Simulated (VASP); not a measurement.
# K2H3Au (P3m1) in VASP: relaxation of cell and atoms with PBEsol

Aim: the relaxation of cell and atoms of K2H3Au with PBEsol.

Everything below comes from runs of VASP 6.6.1. Logs are shortened: lines on timing, memory, paths and dates and some standing lists are left out, and cuts for length are marked.

### 1 The cell of the first run

It takes space group P3m1 (No. 156, trigonal). The conventional cell has a = 4.457 Å, b = 4.457 Å, c = 7.265 Å, α = 90.00°, β = 90.00°, γ = 120.00°. K (site symmetry 3m) has 3 Au at 2.93 Å and 9 H at 3.02 to 3.45 Å and 2 K at 3.40 to 3.86 Å within 3.9 Å. Within 4.0 Å of K (site symmetry 3m) lie 9 H at 3.01 to 3.44 Å and 3 Au at 3.27 Å and 2 K at 3.40 to 3.86 Å. Within 3.4 Å of H (site symmetry 3m) lie 3 Au at 2.61 Å and 6 K at 3.01 to 3.17 Å and 1 H at 3.12 Å. Within 3.5 Å of H (site symmetry 3m) lie 4 H at 2.67 to 3.12 Å and 6 K at 3.01 to 3.45 Å. H (site symmetry 3m) has 3 H at 2.67 Å and 1 Au at 2.97 Å and 6 K at 3.02 to 3.44 Å within 3.5 Å. Au (site symmetry 3m) has 4 H at 2.61 to 2.97 Å and 6 K at 2.93 to 3.27 Å within 3.4 Å.

### 2 Relaxation of cell and atoms, PBEsol

Input file INCAR:

```
ALGO = Normal
EDIFF = 1E-6
EDIFFG = -0.01
ENCUT = 600
GGA = PS
IBRION = 2
ISIF = 3
ISMEAR = -1
LASPH = True
LCHARG = False
LREAL = False
LWAVE = False
NELM = 100
NSW = 100
PREC = Accurate
SIGMA = 0.03
```

Input file KPOINTS:

```
k-points
0
Gamma
  6 6 4
```

Input file POSCAR:

```
K2H3Au
1.0
    4.4567985000      0.0000000000      0.0000000000
   -2.2283992500      3.8597007200      0.0000000000
    0.0000000000      0.0000000000      7.2649282300
K H Au
2 3 1
Direct
    0.6666666700      0.3333333300      0.7301758900
    0.6666666700      0.3333333300      0.2615347300
    0.0000000000      0.0000000000      0.4756946200
    0.0000000000      0.0000000000      0.0467330700
    0.3333333300      0.6666666700      0.9471488900
    0.3333333300      0.6666666700      0.5387148000
```

Potentials or basis: VASP PAW PBE potentials, release 64 (K_sv, H, Au).

The run is started by

```console
> cat potpaw_PBE.64/K_sv/POTCAR potpaw_PBE.64/H/POTCAR potpaw_PBE.64/Au/POTCAR > POTCAR
> mpirun -np 1 vasp_std > vasp.out
```

OUTCAR:

```text
EDIFF = 1E-6
   EDIFFG = -0.01
   ENCUT = 600
   GGA = PS
   IBRION = 2
   ISIF = 3
   ISMEAR = -1
   LASPH = True
   LREAL = False
   NELM = 100
   NSW = 100
   PREC = Accurate

 ion  position               nearest neighbor table
   1  0.667  0.333  0.730-   6 2.93   6 2.93   6 2.93   2 3.40
   2  0.667  0.333  0.262-   6 3.27   6 3.27   6 3.27   1 3.40
   3  0.000  0.000  0.476-
   4  0.000  0.000  0.047-
   5  0.333  0.667  0.947-
   6  0.333  0.667  0.539-   1 2.93   1 2.93   1 2.93   2 3.27   2 3.27   2 3.27

  LATTYP: Found a hexagonal cell.
 ALAT       =     4.4567985000
 C/A-ratio  =     1.6300777857

  Lattice vectors:

 A1 = (   4.4567985000,   0.0000000000,   0.0000000000)
 A2 = (  -2.2283992500,   3.8597007200,   0.0000000000)
 A3 = (   0.0000000000,   0.0000000000,   7.2649282300)

Analysis of symmetry for initial positions (statically):
=====================================================================
 Subroutine PRICEL returns:
 Original cell was already a primitive cell.

 Routine SETGRP: Setting up the symmetry group for a
 hexagonal supercell.

 Subroutine GETGRP returns: Found  6 space group operations
 (whereof  6 operations were pure point group operations)
 out of a pool of 24 trial point group operations.

The static configuration has the point symmetry C_3v.

Analysis of symmetry for dynamics (positions and initial velocities):
=====================================================================
 Subroutine PRICEL returns:
 Original cell was already a primitive cell.

 Routine SETGRP: Setting up the symmetry group for a
 hexagonal supercell.

 Subroutine GETGRP returns: Found  6 space group operations
 (whereof  6 operations were pure point group operations)
 out of a pool of 24 trial point group operations.

The dynamic configuration has the point symmetry C_3v.

 Subroutine INISYM returns: Found  6 space group operations
 (whereof  6 operations are pure point group operations),
 and found     1 'primitive' translations

----------------------------------------------------------------------------------------

                                     Primitive cell

  volume of cell :     124.9706

  direct lattice vectors                    reciprocal lattice vectors
     4.456798500  0.000000000  0.000000000     0.224376310  0.129543723  0.000000000
    -2.228399250  3.859700720  0.000000000     0.000000000  0.259087446  0.000000000
     0.000000000  0.000000000  7.264928230     0.000000000  0.000000000  0.137647609

  length of vectors
     4.456798500  4.456798500  7.264928230     0.259087445  0.259087446  0.137647609

  position of ions in fractional coordinates (direct lattice)
     0.666666670  0.333333330  0.730175890
     0.666666670  0.333333330  0.261534730
     0.000000000  0.000000000  0.475694620
     0.000000000  0.000000000  0.046733070
     0.333333330  0.666666670  0.947148890
     0.333333330  0.666666670  0.538714800

  ion indices of the primitive-cell ions
   primitive index   ion index
                 1           1
                 2           2
                 3           3
                 4           4
                 5           5
                 6           6

----------------------------------------------------------------------------------------

 KPOINTS: k-points

Automatic generation of k-mesh.
 Grid dimensions read from file:
 generate k-points for:    6    6    4

 Generating k-lattice:

  Cartesian coordinates                     Fractional coordinates (reciprocal lattice)
     0.037396052  0.021590620  0.000000000     0.166666667 -0.000000000  0.000000000
     0.000000000  0.043181241  0.000000000     0.000000000  0.166666667  0.000000000
     0.000000000  0.000000000  0.034411902     0.000000000  0.000000000  0.250000000

  Length of vectors
     0.043181241  0.043181241  0.034411902

  Shift w.r.t. Gamma in fractional coordinates (k-lattice)
     0.000000000  0.000000000  0.000000000

 Subroutine IBZKPT returns following result:
 ===========================================

 Found     24 irreducible k-points:

 Following reciprocal coordinates:
            Coordinates               Weight
  0.000000  0.000000  0.000000      1.000000
  0.166667  0.000000  0.000000      6.000000
  0.333333  0.000000  0.000000      6.000000
  0.500000 -0.000000  0.000000      3.000000
  0.166667  0.166667  0.000000      6.000000
  0.333333  0.166667  0.000000     12.000000
[... 16 lines left out ...]
  0.333333  0.166667  0.500000     12.000000
  0.333333  0.333333  0.500000      2.000000
   k-points           NKPTS =     24   k-points in BZ     NKDIM =     24   number of bands    NBANDS=     20
   number of dos      NEDOS =    301   number of ions     NIONS =      6
   total plane-waves  NPLWV =  77760
   dimension x,y,z NGX =    36 NGY =   36 NGZ =   60
   dimension x,y,z NGXF=    72 NGYF=   72 NGZF=  120
   ions per type =               2   3   1
   NGX,Y,Z   is equivalent  to a cutoff of  13.43, 13.43, 13.73 a.u.
   NGXF,Y,Z  is equivalent  to a cutoff of  26.86, 26.86, 27.46 a.u.
 SYSTEM =  unknown system
   PREC   = accura    normal or accurate (medium, high low for compatibility)
   ISTART =      0    job   : 0-new  1-cont  2-samecut
   ICHARG =      2    charge: 1-file 2-atom 10-const
   ISPIN  =      1    spin polarized calculation?
   LNONCOLLINEAR =      F non collinear calculations
   LSORBIT =      F    spin-orbit coupling
   LASPH  =      T    aspherical Exc in radial PAW
   ENCUT  =  600.0 eV  44.10 Ry    6.64 a.u.   8.90  8.90 14.51*2*pi/ulx,y,z
   NELM   =    100;   NELMIN=  2; NELMDL= -5     # of ELM steps
   EDIFF  = 0.1E-05   stopping-criterion for ELM
   LREAL  =      F    real-space projection
   EDIFFG = -.1E-01   stopping-criterion for IOM
   NSW    =    100    number of steps for IOM
   IBRION =      2    ionic relax: 0-MD 1-quasi-New 2-CG
   NFREE  =      1    steps in history (QN), initial steepest desc. (CG)
   ISIF   =      3    stress and relaxation
   ISYM   =      2    0-nonsym 1-usesym 2-fastsym
   POTIM  = 0.5000    time-step for ionic-motion
   TEBEG  =    0.0;   TEEND  =   0.0 temperature during run
   PSTRESS=    0.0 pullay stress
   NELECT =      32.0000    total number of electrons
   NUPDOWN=      -1.0000    fix difference up-down
   EMIN   =  10.00;   EMAX   =-10.00  energy-range for DOS
   EFERMI =   0.00;   METHOD = LEGACY
   ISMEAR =    -1;   SIGMA  =   0.03  broadening in eV -4-tet -1-fermi 0-gaus
   EFERMI_NEDOS =   21; number of points for ismear=-14 and -15
   IALGO  =     38    algorithm
   IMIX   =      4    mixing-type and parameters
     AMIX     =   0.40;   BMIX     =  1.00
     AMIX_MAG =   1.60;   BMIX_MAG =  1.00
  volume/ion in A,a.u.               =      20.83       140.56
  Fermi-wavevector in a.u.,A,eV,Ry     =   1.039574  1.964510 14.704014  1.080715
  Thomas-Fermi vector in A             =   2.174111
   LORBIT       =      0    0 simple, 1 ext, 2 COOP (PROOUT), +10 PAW based schemes
   GGA     = PS    functional components
   LHFCALC =     F    Hartree Fock is set to
   AEXX    =    0.0000 exact exchange contribution
   IVDW    =     0    specifies the selected vdW correction
   LEPSILON=     F    determine dielectric tensor
   LRPA    =     F    only Hartree local field effects (RPA)
 conjugate gradient relaxation of ions
 non-spin polarized calculation
  energy-cutoff  :      600.00
  volume of cell :      124.97
 maximum number of plane-waves:      4194
   NGX = 17   NGY = 17   NGZ = 29

--------------------------------------- Ionic step        1  -------------------------------------------

 number of electron      31.9999996 magnetization

 Free energy of the ion-electron system (eV)
  ---------------------------------------------------
  ext. energy  EPLUGINS =         0.00000000
  ---------------------------------------------------
  free energy    TOTEN  =       -13.00822005 eV

  energy without entropy =      -13.00084020  energy(sigma->0) =      -13.00453012

------------------------ aborting loop because EDIFF is reached ----------------------------------------

  FORCE on cell =-STRESS in cart. coord.  units (eV):
  Direction    XX          YY          ZZ          XY          YZ          ZX
  --------------------------------------------------------------------------------------
  -------------------------------------------------------------------------------------
  Total       -1.9061888     -1.9061888     -0.0655509      0.0000000     -0.0000000      0.0000000
  in kB      -24.4381621    -24.4381621     -0.8403912      0.0000000     -0.0000000      0.0000000
  external PRESSURE =     -16.5722385 kB  Pullay stress =       0.0000000 kB
[... 25 lines left out ...]
  energy  without entropy=      -13.0008402020  energy(sigma->0) =      -13.00453012

--------------------------------------- Ionic step        2  -------------------------------------------

 number of electron      31.9999998 magnetization

 E-fermi :  -0.0741     XC(G=0):  -8.1965

 val. band max:       -0.1100799754   @ k =   0.1667   0.1667   0.0000
 cond. band min:      -0.0122080236   @ k =   0.3333   0.0000   0.5000
 fundamental gap:      0.0978719517
 Fermi energy:        -0.0741497515

 k-point     1 :       0.0000    0.0000    0.0000
  band No.  band energies     occupation
      1     -29.4863      2.00000
      2     -29.3739      2.00000
      3     -13.3565      2.00000
      4     -13.0090      2.00000
      5     -13.0090      2.00000
      6     -12.9392      2.00000
[... 12 lines left out ...]
     19       4.8684      0.00000
[... 601 lines left out ...]
  FREE ENERGIE OF THE ION-ELECTRON SYSTEM (eV)
  ---------------------------------------------------
  free  energy   TOTEN  =       -13.7868321430 eV

  energy  without entropy=      -13.7803950247  energy(sigma->0) =      -13.78361358

[... ionic steps 4 to 23 ...]

--------------------------------------- Ionic step       24  -------------------------------------------

 number of electron      32.0000000 magnetization

------------------------ aborting loop because EDIFF is reached ----------------------------------------

  FORCE on cell =-STRESS in cart. coord.  units (eV):
  Direction    XX          YY          ZZ          XY          YZ          ZX
  --------------------------------------------------------------------------------------
  -------------------------------------------------------------------------------------
  Total       -0.0023017     -0.0023017     -0.0034127      0.0000000      0.0000000      0.0000000
  in kB       -0.0390261     -0.0390261     -0.0578627      0.0000000      0.0000000      0.0000000
  external PRESSURE =      -0.0453050 kB  Pullay stress =       0.0000000 kB
[... 65 lines left out ...]
  energy  without entropy=      -14.7721005786  energy(sigma->0) =      -14.77920093

--------------------------------------- Ionic step       26  -------------------------------------------

 number of electron      32.0000000 magnetization

 Free energy of the ion-electron system (eV)
  ---------------------------------------------------
  ext. energy  EPLUGINS =         0.00000000
  ---------------------------------------------------
  free energy    TOTEN  =       -14.78632948 eV

  energy without entropy =      -14.77211475  energy(sigma->0) =      -14.77922212

 E-fermi :   2.0577     XC(G=0):  -9.2282

 val. band max:        2.0502060689   @ k =   0.3333   0.1667   0.0000
 cond. band min:       2.2837826415   @ k =   0.0000   0.0000   0.2500
 fundamental gap:      0.2335765725
 Fermi energy:         2.0576754317

 k-point     1 :       0.0000    0.0000    0.0000
  band No.  band energies     occupation
      1     -28.1561      2.00000
      2     -28.0893      2.00000
      3     -12.1091      2.00000
      4     -11.4819      2.00000
      5     -11.4737      2.00000
      6     -11.4737      2.00000
[... 12 lines left out ...]
     19       6.3279      0.00000
[... 561 lines left out ...]
  FREE ENERGIE OF THE ION-ELECTRON SYSTEM (eV)
  ---------------------------------------------------
  free  energy   TOTEN  =       -14.7863294839 eV

  energy  without entropy=      -14.7721147494  energy(sigma->0) =      -14.77922212

 reached required accuracy - stopping structural energy minimisation
```

It took 19 min on 1 thread of Intel Xeon Platinum 8259CL at 2.50GHz (Skylake/Cascade Lake), shared host; peak memory 0.32 GiB.

What came out:

```yaml
Free_energy: -14.7863 eV
Relaxed_volume: 15.75 Å³/atom
Relaxed_cell: a = 3.626 Å, b = 3.626 Å, c = 8.302 Å, α = 90.00°, β = 90.00°, γ = 120.00°
Space_group_after_relaxing_to_0.1_Å: P-6m2 (No. 187)
Energy_gained_by_relaxing: 296.4 meV/atom
Ionic_steps: 26
Pressure_after_relaxing: 0.0 GPa
Largest_force_after_relaxing: 0.004 eV/Å
Band_gap_on_the_k_mesh: zero (bands 16 and 17 overlap by 2.25 eV)
```

Forces on the atoms (eV/Å):
```
K    0.000  0.000 -0.003
K    0.000  0.000 -0.001
H    0.000  0.000  0.001
H    0.000  0.000  0.000
H    0.000  0.000  0.004
Au   0.000  0.000 -0.001
```

The path:
```csv
step,energy change (eV),largest force (eV/Å),pressure (GPa),volume (Å³)
1,0.0000,1.3632,-1.66,124.97
2,-0.2100,1.2821,-1.58,121.11
3,-0.7786,0.8554,-1.03,109.89
4,-1.0272,1.2063,4.30,89.13
5,-1.1345,0.6683,0.85,98.09
6,-1.1484,0.6729,1.43,96.06
7,-1.3995,0.7250,0.71,95.88
8,-1.5306,0.9456,0.65,94.89
9,-1.6974,0.4478,-0.61,97.21
10,-1.7200,0.2873,-1.09,98.27
11,-1.7613,0.1521,0.09,94.10
12,-1.7641,0.0985,0.63,92.67
13,-1.7762,0.0453,0.22,93.81
14,-1.7771,0.0425,0.12,94.18
15,-1.7771,0.0430,0.10,94.21
16,-1.7777,0.0285,-0.05,94.62
17,-1.7777,0.0251,-0.08,94.72
18,-1.7780,0.0140,0.00,94.49
19,-1.7780,0.0118,0.01,94.38
20,-1.7779,0.0186,0.10,94.17
21,-1.7780,0.0128,0.05,94.35
22,-1.7780,0.0124,0.04,94.37
23,-1.7780,0.0121,0.05,94.37
24,-1.7781,0.0108,0.00,94.50
25,-1.7781,0.0103,0.00,94.54
26,-1.7781,0.0042,-0.01,94.52
```

Final structure:
```
K H Au
1.0
     3.62575    0.00000    0.00000
    -1.81288    3.13999    0.00000
     0.00000    0.00000    8.30231
K H Au
2 3 1
Direct
  0.66667 0.33333 0.80677
  0.66667 0.33333 0.19337
  0.00000 0.00000 0.50000
  0.00000 0.00000 0.00001
  0.33333 0.66667 0.99982
  0.33333 0.66667 0.50004
```

Caveat: the volume moved by over 15 % at a fixed basis, so the end points are rough; the PAW data sets were made with another functional, which shifts forces and pressure a little; spin-orbit coupling is left out, which moves the levels of the heavy elements.
